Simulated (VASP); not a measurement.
# SiO2 (P4_32_12) in VASP: notebook

SiO2 is run at these levels: r2SCAN; tasks: single point.

Program: VASP 6.6.1. These are calculated values, not measurements. Logs are shortened: lines on timing, memory, paths and dates and some standing lists are left out, and cuts for length are marked.

**1. The cell of the first run**

Symmetry: P4_32_12, No. 96, tetragonal system. Conventional cell: a = 5.244 Å, b = 5.244 Å, c = 7.410 Å, α = 90.00°, β = 90.00°, γ = 90.00°. Within 2.1 Å of Si (site symmetry 2) lie 4 O at 1.61 Å. Within 2.1 Å of O (site symmetry 1) lie 2 Si at 1.61 Å.

**2. Single point, r2SCAN**

Input file POSCAR:

```
SiO2
1.0
    5.2441094488      0.0000000000      0.0000000000
    0.0000000000      5.2441094488      0.0000000000
    0.0000000000      0.0000000000      7.4098281329
Si O
4 8
Direct
    0.2395007299      0.2395007299      0.0000000000
    0.2604992701      0.7395007299      0.7500000000
    0.7395007299      0.2604992701      0.2500000000
    0.7604992701      0.7604992701      0.5000000000
    0.5227206609      0.7495663975      0.6371629141
    0.4772793391      0.2504336025      0.1371629141
    0.7495663975      0.5227206609      0.3628370859
    0.2495663975      0.9772793391      0.8871629141
    0.2504336025      0.4772793391      0.8628370859
    0.0227206609      0.7504336025      0.6128370859
    0.9772793391      0.2495663975      0.1128370859
    0.7504336025      0.0227206609      0.3871629141
```

Input file INCAR.step1:

```
SYSTEM = SiO2
PREC     = Accurate       ! precision mode
ENCUT    = 520            ! plane-wave cutoff, eV
ISMEAR   = 0              ! smearing method
SIGMA    = 0.02           ! smearing width, eV
LREAL    = .FALSE.        ! projectors in reciprocal space
LASPH    = .TRUE.         ! aspherical terms in the spheres
NELM     = 100            ! most SCF steps
NBANDS   = 44             ! bands
GGA      = PE             ! functional
ALGO     = Normal         ! electronic algorithm
EDIFF    = 1E-4           ! SCF threshold, eV
LWAVE    = .TRUE.         ! write WAVECAR
LCHARG   = .FALSE.        ! write CHGCAR
```

Input file INCAR.step2:

```
SYSTEM = SiO2
PREC     = Accurate       ! precision mode
ENCUT    = 520            ! plane-wave cutoff, eV
EDIFF    = 1E-7           ! SCF threshold, eV
ISMEAR   = 0              ! smearing method
SIGMA    = 0.02           ! smearing width, eV
LREAL    = .FALSE.        ! projectors in reciprocal space
LASPH    = .TRUE.         ! aspherical terms in the spheres
NELM     = 100            ! most SCF steps
ALGO     = Normal         ! electronic algorithm
ISIF     = 2              ! what is computed and relaxed
LWAVE    = .FALSE.        ! write WAVECAR
LCHARG   = .TRUE.         ! write CHGCAR
METAGGA  = R2SCAN         ! meta-GGA
LMIXTAU  = .TRUE.       
LELF     = .TRUE.         ! ELF
LVHAR    = .TRUE.       
NBANDS   = 44             ! bands
ISTART   = 1
```

Input file KPOINTS:

```
Automatic mesh
0
G
  6 6 4
  0 0 0
```

Potentials or basis: VASP PAW PBE potentials, release 64 (Si, O).

Run with:

```console
$ cat potpaw_PBE.64/Si/POTCAR potpaw_PBE.64/O/POTCAR > POTCAR
$ cp INCAR.step1 INCAR
$ mpirun -np 1 vasp_std > vasp.out
$ cp INCAR.step2 INCAR
$ mpirun -np 1 vasp_std > vasp.out
```

OUTCAR:

```text
SYSTEM = SiO2
   PREC = Accurate
   ENCUT = 520
   EDIFF = 1E-7
   ISMEAR = 0
   LREAL = .FALSE.
   LASPH = .TRUE.
   NELM = 100
   ISIF = 2
   METAGGA = R2SCAN
   ISTART = 1

 ion  position               nearest neighbor table
   1  0.240  0.240  0.000-   6 1.61   9 1.61   8 1.61  11 1.61
   2  0.260  0.740  0.750-   8 1.61  10 1.61   9 1.61   5 1.61
   3  0.740  0.260  0.250-  11 1.61  12 1.61   6 1.61   7 1.61
   4  0.760  0.760  0.500-   5 1.61   7 1.61  10 1.61  12 1.61
   5  0.523  0.750  0.637-   4 1.61   2 1.61
   6  0.477  0.250  0.137-   1 1.61   3 1.61
   7  0.750  0.523  0.363-   4 1.61   3 1.61
   8  0.250  0.977  0.887-   2 1.61   1 1.61
   9  0.250  0.477  0.863-   1 1.61   2 1.61
  10  0.023  0.750  0.613-   2 1.61   4 1.61
  11  0.977  0.250  0.113-   3 1.61   1 1.61
  12  0.750  0.023  0.387-   3 1.61   4 1.61

  LATTYP: Found a simple tetragonal cell.
 ALAT       =     5.2441094488
 C/A-ratio  =     1.4129812135

  Lattice vectors:

 A1 = (   5.2441094488,   0.0000000000,   0.0000000000)
 A2 = (   0.0000000000,   5.2441094488,   0.0000000000)
 A3 = (   0.0000000000,   0.0000000000,   7.4098281329)

Analysis of symmetry for initial positions (statically):
=====================================================================
 Subroutine PRICEL returns:
 Original cell was already a primitive cell.

 Routine SETGRP: Setting up the symmetry group for a
 simple tetragonal supercell.

 Subroutine GETGRP returns: Found  8 space group operations
 (whereof  2 operations were pure point group operations)
 out of a pool of 16 trial point group operations.

The static configuration has the point symmetry C_2 .
 The point group associated with its full space group is D_4 .

Analysis of symmetry for dynamics (positions and initial velocities):
=====================================================================
 Subroutine PRICEL returns:
 Original cell was already a primitive cell.

 Routine SETGRP: Setting up the symmetry group for a
 simple tetragonal supercell.

 Subroutine GETGRP returns: Found  8 space group operations
 (whereof  2 operations were pure point group operations)
 out of a pool of 16 trial point group operations.

The dynamic configuration has the point symmetry C_2 .
 The point group associated with its full space group is D_4 .

 Subroutine INISYM returns: Found  8 space group operations
 (whereof  2 operations are pure point group operations),
 and found     1 'primitive' translations

----------------------------------------------------------------------------------------

                                     Primitive cell

  volume of cell :     203.7753

  direct lattice vectors                    reciprocal lattice vectors
     5.244109449  0.000000000  0.000000000     0.190690147  0.000000000  0.000000000
     0.000000000  5.244109449  0.000000000     0.000000000  0.190690147  0.000000000
     0.000000000  0.000000000  7.409828133     0.000000000  0.000000000  0.134955897

  length of vectors
     5.244109449  5.244109449  7.409828133     0.190690147  0.190690147  0.134955897

  position of ions in fractional coordinates (direct lattice)
     0.239500730  0.239500730  0.000000000
     0.260499270  0.739500730  0.750000000
     0.739500730  0.260499270  0.250000000
     0.760499270  0.760499270  0.500000000
     0.522720661  0.749566397  0.637162914
     0.477279339  0.250433603  0.137162914
     0.749566397  0.522720661  0.362837086
     0.249566397  0.977279339  0.887162914
     0.250433603  0.477279339  0.862837086
     0.022720661  0.750433603  0.612837086
     0.977279339  0.249566397  0.112837086
     0.750433603  0.022720661  0.387162914

  ion indices of the primitive-cell ions
   primitive index   ion index
                 1           1
                 2           2
                 3           3
                 4           4
                 5           5
                 6           6
                 7           7
                 8           8
                 9           9
                10          10
                11          11
                12          12

----------------------------------------------------------------------------------------

 KPOINTS: Automatic mesh

Automatic generation of k-mesh.
 Grid dimensions read from file:
 generate k-points for:    6    6    4

 Generating k-lattice:

  Cartesian coordinates                     Fractional coordinates (reciprocal lattice)
     0.031781691  0.000000000  0.000000000     0.166666667  0.000000000  0.000000000
     0.000000000  0.031781691  0.000000000     0.000000000  0.166666667  0.000000000
     0.000000000  0.000000000  0.033738974     0.000000000  0.000000000  0.250000000

  Length of vectors
     0.031781691  0.031781691  0.033738974

  Shift w.r.t. Gamma in fractional coordinates (k-lattice)
     0.000000000  0.000000000  0.000000000

 Subroutine IBZKPT returns following result:
 ===========================================

 Found     30 irreducible k-points:

 Following reciprocal coordinates:
            Coordinates               Weight
  0.000000  0.000000  0.000000      1.000000
  0.166667  0.000000  0.000000      4.000000
  0.333333  0.000000  0.000000      4.000000
  0.500000  0.000000  0.000000      2.000000
  0.166667  0.166667  0.000000      4.000000
  0.333333  0.166667  0.000000      8.000000
[... 16 lines left out ...]
  0.333333  0.000000  0.500000      4.000000
  0.500000  0.000000  0.500000      2.000000
 [... further k-points ...]
   k-points           NKPTS =     30   k-points in BZ     NKDIM =     30   number of bands    NBANDS=     44
   number of dos      NEDOS =    301   number of ions     NIONS =     12
   total plane-waves  NPLWV =  89600
   dimension x,y,z NGX =    40 NGY =   40 NGZ =   56
   dimension x,y,z NGXF=    80 NGYF=   80 NGZF=  112
   ions per type =               4   8
   NGX,Y,Z   is equivalent  to a cutoff of  12.68, 12.68, 12.56 a.u.
   NGXF,Y,Z  is equivalent  to a cutoff of  25.36, 25.36, 25.13 a.u.
 SYSTEM =  SiO2
   PREC   = accura    normal or accurate (medium, high low for compatibility)
   ISTART =      1    job   : 0-new  1-cont  2-samecut
   ICHARG =      0    charge: 1-file 2-atom 10-const
   ISPIN  =      1    spin polarized calculation?
   LNONCOLLINEAR =      F non collinear calculations
   LSORBIT =      F    spin-orbit coupling
   LASPH  =      T    aspherical Exc in radial PAW
   ENCUT  =  520.0 eV  38.22 Ry    6.18 a.u.   9.75  9.75 13.78*2*pi/ulx,y,z
   NELM   =    100;   NELMIN=  2; NELMDL=  0     # of ELM steps
   EDIFF  = 0.1E-06   stopping-criterion for ELM
   LREAL  =      F    real-space projection
   EDIFFG = 0.1E-05   stopping-criterion for IOM
   NSW    =      0    number of steps for IOM
   IBRION =     -1    ionic relax: 0-MD 1-quasi-New 2-CG
   NFREE  =      0    steps in history (QN), initial steepest desc. (CG)
   ISIF   =      2    stress and relaxation
   ISYM   =      2    0-nonsym 1-usesym 2-fastsym
   POTIM  = 0.5000    time-step for ionic-motion
   TEBEG  =    0.0;   TEEND  =   0.0 temperature during run
   PSTRESS=    0.0 pullay stress
   NELECT =      64.0000    total number of electrons
   NUPDOWN=      -1.0000    fix difference up-down
   EMIN   =  10.00;   EMAX   =-10.00  energy-range for DOS
   EFERMI =   0.00;   METHOD = LEGACY
   ISMEAR =     0;   SIGMA  =   0.02  broadening in eV -4-tet -1-fermi 0-gaus
   EFERMI_NEDOS =   21; number of points for ismear=-14 and -15
   IALGO  =     38    algorithm
   IMIX   =      4    mixing-type and parameters
     AMIX     =   0.40;   BMIX     =  1.00
     AMIX_MAG =   1.60;   BMIX_MAG =  1.00
  volume/ion in A,a.u.               =      16.98       114.60
  Fermi-wavevector in a.u.,A,eV,Ry     =   1.112801  2.102889 16.848457  1.238327
  Thomas-Fermi vector in A             =   2.249379
   LORBIT       =      0    0 simple, 1 ext, 2 COOP (PROOUT), +10 PAW based schemes
   METAGGA = R2SCAN    functional components
   LHFCALC =     F    Hartree Fock is set to
   AEXX    =    0.0000 exact exchange contribution
   IVDW    =     0    specifies the selected vdW correction
   LEPSILON=     F    determine dielectric tensor
   LRPA    =     F    only Hartree local field effects (RPA)
 non-spin polarized calculation
 Gauss-broadening in eV      SIGMA  =   0.02
  energy-cutoff  :      520.00
  volume of cell :      203.78
 maximum number of plane-waves:      5556
 NGX is ok and might be reduce to    40
   NGX = 19   NGY = 19   NGZ = 27

 number of electron      64.0000010 magnetization

 Free energy of the ion-electron system (eV)
  ---------------------------------------------------
  ext. energy  EPLUGINS =         0.00000000
  ---------------------------------------------------
  free energy    TOTEN  =      -119.00791380 eV

  energy without entropy =     -119.00791380  energy(sigma->0) =     -119.00791380

 E-fermi :  -1.2240     XC(G=0):  -7.8302

 val. band max:       -1.3103242477   @ k =   0.0000   0.0000   0.0000
 cond. band min:       4.7156918968   @ k =   0.0000   0.0000   0.0000
 fundamental gap:      6.0260161445
 Fermi energy:        -1.2239746975

 k-point     1 :       0.0000    0.0000    0.0000
  band No.  band energies     occupation
      1     -21.6880      2.00000
      2     -20.8408      2.00000
      3     -20.8408      2.00000
      4     -19.7334      2.00000
      5     -19.7315      2.00000
      6     -19.7154      2.00000
[... 36 lines left out ...]
     43      10.6896      0.00000
     44      10.7185      0.00000

 k-point     2 :       0.1667    0.0000    0.0000
  band No.  band energies     occupation
      1     -21.6366      2.00000
      2     -20.9028      2.00000
      3     -20.7773      2.00000
      4     -19.8043      2.00000
      5     -19.7344      2.00000
      6     -19.7307      2.00000
[... 1026 lines left out ...]
 k-point    24 :       0.5000    0.0000    0.5000
  band No.  band energies     occupation
      1     -21.2839      2.00000
      2     -21.2839      2.00000
      3     -20.3409      2.00000
      4     -20.3409      2.00000
      5     -19.7241      2.00000
      6     -19.7241      2.00000
[... 36 lines left out ...]
     43      11.1629      0.00000
     44      11.1632      0.00000

 [... further k-points ...]

------------------------ aborting loop because EDIFF is reached ----------------------------------------

  FORCE on cell =-STRESS in cart. coord.  units (eV):
  Direction    XX          YY          ZZ          XY          YZ          ZX
  --------------------------------------------------------------------------------------
  -------------------------------------------------------------------------------------
  Total       -2.4549173     -2.4549173     -2.4255479     -0.0000000      0.0000000      0.0000000
  in kB      -19.3017116    -19.3017116    -19.0707955     -0.0000000      0.0000000      0.0000000
  external PRESSURE =     -19.2247396 kB  Pullay stress =       0.0000000 kB

 VOLUME and BASIS-vectors are now :
 -----------------------------------------------------------------------------
  energy-cutoff  :      520.00
  volume of cell :      203.78
      direct lattice vectors                 reciprocal lattice vectors
     5.244109449  0.000000000  0.000000000     0.190690147  0.000000000  0.000000000
     0.000000000  5.244109449  0.000000000     0.000000000  0.190690147  0.000000000
     0.000000000  0.000000000  7.409828133     0.000000000  0.000000000  0.134955897

 POSITION                                       TOTAL-FORCE (eV/Angst)
 -----------------------------------------------------------------------------------
      1.25597      1.25597      0.00000        -0.010001     -0.010001      0.000000
      1.36609      3.87802      5.55737         0.010001     -0.010001      0.000000
      3.87802      1.36609      1.85246        -0.010001      0.010001     -0.000000
      3.98814      3.98814      3.70491         0.010001      0.010001      0.000000
      2.74120      3.93081      4.72127        -0.005731     -0.004509     -0.000147
      2.50291      1.31330      1.01635         0.005731      0.004509     -0.000147
      3.93081      2.74120      2.68856        -0.004509     -0.005731      0.000147
      1.30875      5.12496      6.57372        -0.004509      0.005731     -0.000147
      1.31330      2.50291      6.39347         0.004509      0.005731      0.000147
      0.11915      3.93536      4.54102        -0.005731      0.004509      0.000147
      5.12496      1.30875      0.83610         0.005731     -0.004509      0.000147
      3.93536      0.11915      2.86881         0.004509     -0.005731     -0.000147
 -----------------------------------------------------------------------------------
    total drift:                                0.000000     -0.000000      0.000000

  FREE ENERGIE OF THE ION-ELECTRON SYSTEM (eV)
  ---------------------------------------------------
  free  energy   TOTEN  =      -119.0079138006 eV

  energy  without entropy=     -119.0079138006  energy(sigma->0) =     -119.00791380
```

Run time: 18 min. Hardware: 1 thread of Intel Xeon Platinum 8259CL at 2.50GHz (Skylake/Cascade Lake), shared host; peak memory 0.43 GiB.

What came out:

```yaml
Free_energy: -119.0079 eV
Pressure: -1.9 GPa
Largest_force: 0.014 eV/Å
Band_gap_on_the_k_mesh: 6.03 eV
```

Forces on the atoms (eV/Å):
```
Si  -0.010 -0.010  0.000
Si   0.010 -0.010  0.000
Si  -0.010  0.010  0.000
Si   0.010  0.010  0.000
O   -0.006 -0.005  0.000
O    0.006  0.005  0.000
O   -0.005 -0.006  0.000
O   -0.005  0.006  0.000
O    0.005  0.006  0.000
O   -0.006  0.005  0.000
O    0.006 -0.005  0.000
O    0.005 -0.006  0.000
```

Levels at points of the mesh, in eV from the valence-band top:
```
           k point  band 28  band 29  band 30  band 31  band 32  band 33  band 34  band 35  band 36  band 37
(0.00, 0.00, 0.00)    -0.69    -0.66    -0.02    -0.02     0.00     6.03     8.95     8.95     9.63     9.63
(0.50, 0.00, 0.00)    -1.14    -0.72    -0.72    -0.25    -0.25     7.89     7.89     9.58     9.58     9.80
(0.50, 0.50, 0.00)    -1.43    -0.65    -0.65    -0.65    -0.65     8.94     8.94     8.95     8.95    11.30
(0.00, 0.00, 0.50)    -0.46    -0.39    -0.39    -0.37    -0.37     7.06     7.06     9.63     9.63    10.42
(0.50, 0.00, 0.50)    -0.99    -0.99    -0.99    -0.01    -0.01     8.41     8.41     8.64     8.64     9.29
(0.50, 0.50, 0.50)    -1.42    -0.79    -0.79    -0.79    -0.79     9.28     9.28     9.28     9.28    10.24
```

Caveat: the PAW data sets were made with another functional, which shifts forces and pressure a little. A k mesh can miss the band edges.

[end of part 1 of 2]
